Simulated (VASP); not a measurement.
Write the native input for VASP 6.6.1 that does the following.

```yaml
Task: relaxation of cell and atoms
Functional: LDA
Potentials_or_basis: VASP PAW LDA potentials, release 64 (Ba_sv, Zr_sv, O)
Cutoff: 600 eV
k_mesh: 8 × 8 × 8
Occupations: fermi-dirac, width 0.1 eV
Spin: no spin polarisation
Dipole_correction: no
Further_INCAR_settings: ALGO = Normal; EDIFF = 1e-06; IBRION = 2; EDIFFG = -0.002; NSW = 100; ISIF = 3
```

The structure of BaZrO3 lies in POSCAR:

```
BaZrO3
1.0
    4.1913400000      0.0000000000      0.0000000000
    0.0000000000      4.1913400000      0.0000000000
    0.0000000000      0.0000000000      4.1913400000
Ba Zr O
1 1 3
Direct
    0.0000000000      0.0000000000      0.0000000000
    0.5000000000      0.5000000000      0.5000000000
    0.0000000000      0.5000000000      0.5000000000
    0.5000000000      0.0000000000      0.5000000000
    0.5000000000      0.5000000000      0.0000000000
```

One way to write it, as run:

INCAR

```
PREC = Accurate ; ENCUT = 600
EDIFF = 1E-6 ; ISMEAR = -1
SIGMA = 0.1 ; LREAL = F
LASPH = T ; NELM = 80
ALGO = Normal ; ISIF = 3
LWAVE = F ; LCHARG = F
IBRION = 2 ; NSW = 100
EDIFFG = -0.002
```

KPOINTS

```
Automatic mesh
0
Gamma
  8 8 8
```

Potentials or basis: VASP PAW LDA potentials, release 64 (Ba_sv, Zr_sv, O).

Run with:

```console
$ cat potpaw_LDA.64/Ba_sv/POTCAR potpaw_LDA.64/Zr_sv/POTCAR potpaw_LDA.64/O/POTCAR > POTCAR
$ mpirun -np 1 vasp_std > vasp.out
```

Results of the run:

- Relaxed volume: 14.38 Å³/atom
- Relaxed cell: a = 4.158 Å, b = 4.158 Å, c = 4.158 Å, α = 90.00°, β = 90.00°, γ = 90.00°
- Space group after relaxing (to 0.05 Å): Pm-3m (No. 221)
- Energy gained by relaxing: 4.5 meV/atom
- Ionic steps: 5
- Pressure after relaxing: 0.0 GPa
- Band gap on the k mesh: 3.12 eV, indirect (least direct gap 3.31 eV)

Caveat: spin-orbit coupling is left out, which moves the levels of the heavy elements.

Wall time 2.3 min on 1 thread of Intel(R) Xeon(R) Platinum 8375C CPU @ 2.90GHz (Ice Lake), with other jobs on the host, peak memory 0.24 GiB.
